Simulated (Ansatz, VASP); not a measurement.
# Two plane-wave programs on BaTiO3

Contents of INCAR:

```
PREC     = Accurate       # precision mode
ENCUT    = 520            # plane-wave cutoff, eV
EDIFF    = 1E-7           # SCF threshold, eV
ISMEAR   = -1             # smearing method
SIGMA    = 0.1            # smearing width, eV
LREAL    = F              # projectors in reciprocal space
LASPH    = T              # aspherical terms in the spheres
NELM     = 150            # most SCF steps
ALGO     = Normal         # electronic algorithm
ISIF     = 2              # what is computed and relaxed
LWAVE    = F              # write WAVECAR
LCHARG   = F              # write CHGCAR
LMAXMIX  = 4              # l up to which the mixer works
LDAU     = T              # DFT+U
LDAUTYPE = 1            
LDAUL    = -1 2 -1        # shell
LDAUU    = 0 6.63 0       # U, eV
LDAUJ    = 0 0.88 0     
LDAUPRINT= 1            
GGA      = PE             # functional
NBANDS   = 51             # bands
```

The input KPOINTS:

```
regular mesh
0
Gamma
  7 4 6
```

File POSCAR:

```
BaTiO3
1.0
    3.9688166100      0.0000000000      0.0000000000
    0.0000000000      7.9376332300      0.0000000000
    0.0000000000      0.0000000000      4.0011899100
Ba Ti O
2 2 6
Direct
    0.0000000000      0.0000000000      0.0000000000
    0.0000000000      0.5000000000      0.0000000000
    0.5000000000      0.2500000000      0.5220000000
    0.5000000000      0.7500000000      0.5220000000
    0.5000000000      0.2500000000      0.9790000000
    0.5000000000      0.7500000000      0.9790000000
    0.5000000000      0.0000000000      0.4880000000
    0.5000000000      0.5000000000      0.4880000000
    0.0000000000      0.2500000000      0.4880000000
    0.0000000000      0.7500000000      0.4880000000
```

Input for Ansatz:

```yaml
crystal:
  lattice:
    - [3.96881661, 0.0, 0.0]
    - [0.0, 7.93763323, 0.0]
    - [0.0, 0.0, 4.00118991]
  atoms:
    - { symbol: Ba, position: [0.0, 0.0, 0.0] }
    - { symbol: Ba, position: [0.0, 0.5, 0.0] }
    - { symbol: Ti, position: [0.5, 0.25, 0.522] }
    - { symbol: Ti, position: [0.5, 0.75, 0.522] }
    - { symbol: O, position: [0.5, 0.25, 0.979] }
    - { symbol: O, position: [0.5, 0.75, 0.979] }
    - { symbol: O, position: [0.5, 0.0, 0.488] }
    - { symbol: O, position: [0.5, 0.5, 0.488] }
    - { symbol: O, position: [0.0, 0.25, 0.488] }
    - { symbol: O, position: [0.0, 0.75, 0.488] }
  symmetry: { tolerance: 0.0003 }
kpoints:
  mp_grid: { grid: [7, 4, 6], shift: [0, 0, 0] }
  band_path:
    path:
      - [0.0, 0.0, 0.0]
      - [0.0, 1.0, 0.0]
      - [0.5, 1.0, 0.0]
      - [0.0, 0.0, 0.0]
      - [0.0, 0.0, 0.5]
      - [0.0, 1.0, 0.5]
      - [0.5, 1.0, 0.5]
      - [0.0, 0.0, 0.5]
      - [0.0, 1.0, 0.0]
      - [0.0, 1.0, 0.5]
      - [0.5, 1.0, 0.0]
    npoints: 6
magnetization:
  spin_polarized: false
scf:
  occupations: { method: fermi_dirac }
  lower_state_search: "off"
  max_iter: 200
hamiltonian:
  pseudopotentials: { kind: paw }
  xc: pbe
  hubbard:
    projectors: all-electron-ortho-atomic
    sites: [{ species: Ti, l: d, u: 6.63, j: 0.88 }]
basis:
  ecutwfc: 420
  fft_grid_basis: typed
output:
  forces: true
  stress: true
  eigenvalues: true
  populations: true
  elf: true
  write_potential: true
  volumetric_format: npy
  dos:
    e_range: [-12, 8]
    de: 0.05
    projected: { site_lists: { Ba: [Ba], O: [O], Ti: [Ti] } }
  write_density: true
checkpoint:
  read: saved_state
```

Alike in both runs: task single point; functional PBE; k mesh 7 × 4 × 6; no spin polarisation; Hubbard terms Ti d U = 6.63 eV, J = 0.88 eV.

|  | VASP | Ansatz |
| --- | --- | --- |
| version | VASP 6.6.1 | Ansatz 0.2.0 |
| potentials or method | VASP PAW PBE potentials, release 64 (Ba_sv, Ti_sv, O), cutoff 520 eV | PAW plane waves |
| occupations | fermi-dirac, width 0.1 eV | fermi-dirac |
| valence electrons in the cell | 80 | 80 |

|  | VASP | Ansatz | Ansatz less VASP |
| --- | --- | --- | --- |
| pressure (GPa) | 14.1 | 9.1 | -4.99 |
| traceless stress, the component that is largest in VASP (GPa) | 2.55 | 1.77 | -0.785 |
| rms of the force components (eV/Å) | 0.559 | 0.268 | -0.2905 |

The programs project onto different local orbitals, so the same U acts differently, and such runs can settle in different states. Atom by atom the forces differ by 0.295 eV/Å (rms over components).

Neither program's run includes spin-orbit coupling.
